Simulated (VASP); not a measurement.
# GaSb (rocksalt type) (Fm-3m) in VASP: a series of runs

The runs below take GaSb (rocksalt type) through single point, with PBE.

Everything below comes from runs of VASP 6.6.1. Logs are shortened: lines on timing, memory, paths and dates and some standing lists are left out, and cuts for length are marked.

## Step 1: The cell of the first run

The structure is cubic, space group Fm-3m (No. 225). Conventional cell: a = 5.680 Å, b = 5.680 Å, c = 5.680 Å, α = 90.00°, β = 90.00°, γ = 90.00°. Within 3.7 Å of Ga (site symmetry m-3m) lie 6 Sb at 2.84 Å. Sb (site symmetry m-3m) has 6 Ga at 2.84 Å within 3.7 Å.

## Step 2: Single point, PBE (volume scaled by 0.94)

Input file INCAR:

```
PREC     = Accurate       # precision mode
ENCUT    = 520            # plane-wave cutoff, eV
EDIFF    = 1E-7           # SCF threshold, eV
ISMEAR   = -1             # smearing method
SIGMA    = 0.08           # smearing width, eV
LREAL    = F              # projectors in reciprocal space
LASPH    = T              # aspherical terms in the spheres
NELM     = 60             # most SCF steps
ALGO     = Normal         # electronic algorithm
ISIF     = 2              # what is computed and relaxed
LWAVE    = F              # write WAVECAR
LCHARG   = F              # write CHGCAR
GGA      = PE             # functional
NBANDS   = 16             # bands
```

Input file KPOINTS:

```
regular mesh
0
Gamma
  13 13 13
```

Input file POSCAR:

```
GaSb
1.0
    0.0000000000      2.8401125021      2.8401125021
    2.8401125021      0.0000000000      2.8401125021
    2.8401125021      2.8401125021      0.0000000000
Ga Sb
1 1
Direct
    0.0000000000      0.0000000000      0.0000000000
    0.5000000000      0.5000000000      0.5000000000
```

Potentials or basis: VASP PAW PBE potentials, release 64 (Ga_d, Sb).

Started as:

```bash
$ cat potpaw_PBE.64/Ga_d/POTCAR potpaw_PBE.64/Sb/POTCAR > POTCAR
$ mpirun -np 1 vasp_std > vasp.out
```

OUTCAR:

```text
PREC = Accurate
   ENCUT = 520
   EDIFF = 1E-7
   ISMEAR = -1
   LREAL = F
   LASPH = T
   NELM = 60
   ISIF = 2
   GGA = PE

 ion  position               nearest neighbor table
   1  0.000  0.000  0.000-   2 2.84   2 2.84   2 2.84   2 2.84   2 2.84   2 2.84
   2  0.500  0.500  0.500-   1 2.84   1 2.84   1 2.84   1 2.84   1 2.84   1 2.84

  LATTYP: Found a face centered cubic cell.
 ALAT       =     5.6802250042

  Lattice vectors:

 A1 = (   0.0000000000,   2.8401125021,   2.8401125021)
 A2 = (   2.8401125021,   0.0000000000,   2.8401125021)
 A3 = (   2.8401125021,   2.8401125021,   0.0000000000)

Analysis of symmetry for initial positions (statically):
=====================================================================
 Subroutine PRICEL returns:
 Original cell was already a primitive cell.

 Routine SETGRP: Setting up the symmetry group for a
 face centered cubic supercell.

 Subroutine GETGRP returns: Found 48 space group operations
 (whereof 48 operations were pure point group operations)
 out of a pool of 48 trial point group operations.

The static configuration has the point symmetry O_h .

Analysis of symmetry for dynamics (positions and initial velocities):
=====================================================================
 Subroutine PRICEL returns:
 Original cell was already a primitive cell.

 Routine SETGRP: Setting up the symmetry group for a
 face centered cubic supercell.

 Subroutine GETGRP returns: Found 48 space group operations
 (whereof 48 operations were pure point group operations)
 out of a pool of 48 trial point group operations.

The dynamic configuration has the point symmetry O_h .

 Subroutine INISYM returns: Found 48 space group operations
 (whereof 48 operations are pure point group operations),
 and found     1 'primitive' translations

----------------------------------------------------------------------------------------

                                     Primitive cell

  volume of cell :      45.8181

  direct lattice vectors                    reciprocal lattice vectors
     0.000000000  2.840112502  2.840112502    -0.176049364  0.176049364  0.176049364
     2.840112502  0.000000000  2.840112502     0.176049364 -0.176049364  0.176049364
[... 74 lines left out ...]
   NGXF,Y,Z  is equivalent  to a cutoff of  24.83, 24.83, 24.83 a.u.
 SYSTEM =  unknown system
   PREC   = accura    normal or accurate (medium, high low for compatibility)
   ISTART =      0    job   : 0-new  1-cont  2-samecut
   ICHARG =      2    charge: 1-file 2-atom 10-const
   ISPIN  =      1    spin polarized calculation?
   LNONCOLLINEAR =      F non collinear calculations
   LSORBIT =      F    spin-orbit coupling
   LASPH  =      T    aspherical Exc in radial PAW
   ENCUT  =  520.0 eV  38.22 Ry    6.18 a.u.   7.47  7.47  7.47*2*pi/ulx,y,z
   NELM   =     60;   NELMIN=  2; NELMDL= -5     # of ELM steps
   EDIFF  = 0.1E-06   stopping-criterion for ELM
   LREAL  =      F    real-space projection
   EDIFFG = 0.1E-05   stopping-criterion for IOM
   NSW    =      0    number of steps for IOM
   IBRION =     -1    ionic relax: 0-MD 1-quasi-New 2-CG
   NFREE  =      0    steps in history (QN), initial steepest desc. (CG)
   ISIF   =      2    stress and relaxation
   ISYM   =      2    0-nonsym 1-usesym 2-fastsym
   POTIM  = 0.5000    time-step for ionic-motion
   TEBEG  =    0.0;   TEEND  =   0.0 temperature during run
   PSTRESS=    0.0 pullay stress
   NELECT =      18.0000    total number of electrons
   NUPDOWN=      -1.0000    fix difference up-down
   EMIN   =  10.00;   EMAX   =-10.00  energy-range for DOS
   EFERMI =   0.00;   METHOD = LEGACY
   ISMEAR =    -1;   SIGMA  =   0.08  broadening in eV -4-tet -1-fermi 0-gaus
   EFERMI_NEDOS =   21; number of points for ismear=-14 and -15
   IALGO  =     38    algorithm
   IMIX   =      4    mixing-type and parameters
     AMIX     =   0.40;   BMIX     =  1.00
     AMIX_MAG =   1.60;   BMIX_MAG =  1.00
  volume/ion in A,a.u.               =      22.91       154.60
  Fermi-wavevector in a.u.,A,eV,Ry     =   1.199003  2.265786 19.559834  1.437607
  Thomas-Fermi vector in A             =   2.334877
   LORBIT       =      0    0 simple, 1 ext, 2 COOP (PROOUT), +10 PAW based schemes
   GGA     = PE    functional components
   LHFCALC =     F    Hartree Fock is set to
   AEXX    =    0.0000 exact exchange contribution
   IVDW    =     0    specifies the selected vdW correction
   LEPSILON=     F    determine dielectric tensor
   LRPA    =     F    only Hartree local field effects (RPA)
 non-spin polarized calculation
  energy-cutoff  :      520.00
  volume of cell :       45.82
 maximum number of plane-waves:      1252
 NGX is ok and might be reduce to    30
   NGX = 15   NGY = 15   NGZ = 15

 number of electron      17.9999987 magnetization

 Free energy of the ion-electron system (eV)
  ---------------------------------------------------
  ext. energy  EPLUGINS =         0.00000000
  ---------------------------------------------------
  free energy    TOTEN  =        -6.94051443 eV

  energy without entropy =       -6.92089870  energy(sigma->0) =       -6.93070656

 E-fermi :   7.0173     XC(G=0): -10.4362

 val. band max:        6.9788490138   @ k =  -0.3846   0.3846   0.0769
 cond. band min:       7.0690317258   @ k =   0.2308   0.0769   0.0000
 fundamental gap:      0.0901827120
 Fermi energy:         7.0173263945

 k-point     1 :       0.0000    0.0000    0.0000
  band No.  band energies     occupation
      1      -7.8832      2.00000
      2      -7.8832      2.00000
      3      -7.8600      2.00000
      4      -7.8600      2.00000
      5      -7.8600      2.00000
      6      -5.2125      2.00000
[... 433 lines left out ...]
      3      -7.8621      2.00000
      4      -7.8469      2.00000
      5      -7.8411      2.00000
      6      -2.8871      2.00000
[... 8 lines left out ...]
     15      19.0559      0.00000
     16      19.1130      0.00000

 [... further k-points ...]
[... 5 lines left out ...]
  --------------------------------------------------------------------------------------
  -------------------------------------------------------------------------------------
  Total        1.1370730      1.1370730      1.1370730     -0.0000000      0.0000000     -0.0000000
  in kB       39.7614592     39.7614592     39.7614592     -0.0000000      0.0000000     -0.0000000
  external PRESSURE =      39.7614592 kB  Pullay stress =       0.0000000 kB

 VOLUME and BASIS-vectors are now :
 -----------------------------------------------------------------------------
  energy-cutoff  :      520.00
  volume of cell :       45.82
      direct lattice vectors                 reciprocal lattice vectors
     0.000000000  2.840112502  2.840112502    -0.176049364  0.176049364  0.176049364
     2.840112502  0.000000000  2.840112502     0.176049364 -0.176049364  0.176049364
     2.840112502  2.840112502  0.000000000     0.176049364  0.176049364 -0.176049364

 POSITION                                       TOTAL-FORCE (eV/Angst)
 -----------------------------------------------------------------------------------
      0.00000      0.00000      0.00000        -0.000000     -0.000000      0.000000
      2.84011      2.84011      2.84011         0.000000      0.000000      0.000000
 -----------------------------------------------------------------------------------
    total drift:                               -0.000000      0.000000      0.000000

  FREE ENERGIE OF THE ION-ELECTRON SYSTEM (eV)
  ---------------------------------------------------
  free  energy   TOTEN  =        -6.9405144304 eV

  energy  without entropy=       -6.9208986981  energy(sigma->0) =       -6.93070656
```

Run time: 70 s. Hardware: 1 thread of AMD EPYC 7R13, shared host; peak memory 0.19 GiB.

Results:

```
Free energy            : -6.9405 eV
Pressure               : 4.0 GPa
Band gap on the k mesh : zero (band 9 reaches 7.93 eV, above the bottom of band 10 at 4.50 eV)
```

Caveat: the cell differs from its parent crystal (volume scaled by 0.94); spin-orbit coupling is left out, which moves the levels of the heavy elements.

## Step 3: Single point, PBE (volume scaled by 0.94)

Input file INCAR:

```
SYSTEM = GaSb
  ALGO = Normal
  EDIFF = 1E-6
  ENCUT = 520
  GGA = PE
  ISIF = 2
  ISMEAR = -1
  LASPH = .True.
  LCHARG = .True.
  LELF = .True.
  LREAL = .False.
  LVHAR = .True.
  LWAVE = .False.
  NBANDS = 16
  NELM = 60
  PREC = Accurate
  SIGMA = 0.08
```

Input file KPOINTS:

```
k-points
0
Gamma
  13 13 13
  0 0 0
```

POSCAR is that of step 2.

Potentials or basis: VASP PAW PBE potentials, release 64 (Ga_d, Sb).

Started as:

```bash
$ cat potpaw_PBE.64/Ga_d/POTCAR potpaw_PBE.64/Sb/POTCAR > POTCAR
$ mpirun -np 1 vasp_std > vasp.out
```

Wall time 71 s (1 thread of AMD EPYC 7R13, shared host); peak memory 0.19 GiB.

The run converged. Its results:

```yaml
Free_energy: -6.9405 eV
Pressure: 4.0 GPa
Band_gap_on_the_k_mesh: zero (band 9 reaches 7.93 eV, above the bottom of band 10 at 4.50 eV)
```

Levels at points of the mesh, in eV from the Fermi level:
```
           k point  band 5  band 6  band 7  band 8  band 9  band 10  band 11  band 12  band 13  band 14
(0.00, 0.00, 0.00)  -14.88  -12.23    0.14    0.14    0.14     0.26     6.31     6.31     6.31     6.38
```

Caveat: the cell differs from its parent crystal (volume scaled by 0.94); spin-orbit coupling is left out, which moves the levels of the heavy elements.

## Step 4: Single point, PBE

This run uses another cell than the first one, of 24.37 Å³/atom, 1.064 times its volume.

Input file INCAR:

```
PREC = Accurate ; ENCUT = 520
EDIFF = 1E-6 ; ISMEAR = -1
SIGMA = 0.08 ; LREAL = F
LASPH = T ; NELM = 60
ALGO = Normal ; ISIF = 2
LWAVE = F ; LCHARG = T
GGA = PE ; LELF = T
LVHAR = T ; NBANDS = 16
```

Input file KPOINTS:

```
Automatic mesh
0
Gamma
  13 13 13
```

Input file POSCAR:

```
GaSb
1.0
    0.0000000000      2.8992984657      2.8992984657
    2.8992984657      0.0000000000      2.8992984657
    2.8992984657      2.8992984657      0.0000000000
Ga Sb
1 1
Direct
    0.0000000000      0.0000000000      0.0000000000
    0.5000000000      0.5000000000      0.5000000000
```

Potentials or basis: VASP PAW PBE potentials, release 64 (Ga_d, Sb).

Started as:

```bash
$ cat potpaw_PBE.64/Ga_d/POTCAR potpaw_PBE.64/Sb/POTCAR > POTCAR
$ mpirun -np 1 vasp_std > vasp.out
```

OUTCAR:

```text
PREC = Accurate
   ENCUT = 520
   EDIFF = 1E-6
   ISMEAR = -1
   LREAL = F
   LASPH = T
   NELM = 60
   ISIF = 2
   GGA = PE

 ion  position               nearest neighbor table
   1  0.000  0.000  0.000-   2 2.90   2 2.90   2 2.90   2 2.90   2 2.90   2 2.90
   2  0.500  0.500  0.500-   1 2.90   1 2.90   1 2.90   1 2.90   1 2.90   1 2.90

  LATTYP: Found a face centered cubic cell.
 ALAT       =     5.7985969314

  Lattice vectors:

 A1 = (   0.0000000000,   2.8992984657,   2.8992984657)
[... 190 lines left out ...]
      6      -5.4555      2.00000
[... 433 lines left out ...]
      3      -8.4971      2.00000
      4      -8.4853      2.00000
      5      -8.4808      2.00000
      6      -3.3167      2.00000
[... 8 lines left out ...]
     15      18.0207      0.00000
     16      18.0818      0.00000

 [... further k-points ...]
[... 5 lines left out ...]
  --------------------------------------------------------------------------------------
  -------------------------------------------------------------------------------------
  Total        0.0038615      0.0038615      0.0038615      0.0000000      0.0000000     -0.0000000
  in kB        0.1269275      0.1269275      0.1269275      0.0000000      0.0000000     -0.0000000
  external PRESSURE =       0.1269275 kB  Pullay stress =       0.0000000 kB

 VOLUME and BASIS-vectors are now :
 -----------------------------------------------------------------------------
  energy-cutoff  :      520.00
  volume of cell :       48.74
      direct lattice vectors                 reciprocal lattice vectors
     0.000000000  2.899298466  2.899298466    -0.172455512  0.172455512  0.172455512
     2.899298466  0.000000000  2.899298466     0.172455512 -0.172455512  0.172455512
     2.899298466  2.899298466  0.000000000     0.172455512  0.172455512 -0.172455512

 POSITION                                       TOTAL-FORCE (eV/Angst)
 -----------------------------------------------------------------------------------
      0.00000      0.00000      0.00000        -0.000000      0.000000      0.000000
      2.89930      2.89930      2.89930         0.000000     -0.000000     -0.000000
 -----------------------------------------------------------------------------------
    total drift:                               -0.000000      0.000000      0.000000

  FREE ENERGIE OF THE ION-ELECTRON SYSTEM (eV)
  ---------------------------------------------------
  free  energy   TOTEN  =        -6.9752518799 eV

  energy  without entropy=       -6.9536037399  energy(sigma->0) =       -6.96442781
```

OSZICAR:

```text
N       E                     dE             d eps       ncg     rms          rms(c)
DAV:   1     0.809368019390E+02    0.80937E+02   -0.86076E+03  2720   0.146E+03
DAV:   2    -0.982850588574E+00   -0.81920E+02   -0.78743E+02  3152   0.303E+02
DAV:   3    -0.688815463226E+01   -0.59053E+01   -0.58692E+01  3368   0.626E+01
DAV:   4    -0.698410837944E+01   -0.95954E-01   -0.95940E-01  3160   0.870E+00
DAV:   5    -0.698629562070E+01   -0.21872E-02   -0.21872E-02  3520   0.122E+00    0.235E+00
DAV:   6    -0.697352855137E+01    0.12767E-01   -0.43067E-02  3504   0.343E+00    0.133E+00
DAV:   7    -0.697493969024E+01   -0.14111E-02   -0.95160E-03  4176   0.109E+00    0.301E-01
DAV:   8    -0.697522658280E+01   -0.28689E-03   -0.14345E-03  3352   0.485E-01    0.530E-02
DAV:   9    -0.697524910270E+01   -0.22520E-04   -0.91510E-05  3512   0.112E-01    0.880E-03
DAV:  10    -0.697525185876E+01   -0.27561E-05   -0.89173E-06  3464   0.372E-02    0.216E-03
DAV:  11    -0.697525187986E+01   -0.21095E-07   -0.43458E-07  2456   0.553E-03
   1 F= -.69752519E+01 E0= -.69644278E+01  d E =-.216481E-01
```

Run time: 70 s. Hardware: 1 thread of AMD EPYC 7R13, shared host; peak memory 0.19 GiB.

Results:

* Free energy: -6.9753 eV
* Pressure: 0.0 GPa
* Band gap on the k mesh: zero (band 9 reaches 7.14 eV, above the bottom of band 10 at 3.99 eV)

Caveat: spin-orbit coupling is left out, which moves the levels of the heavy elements.
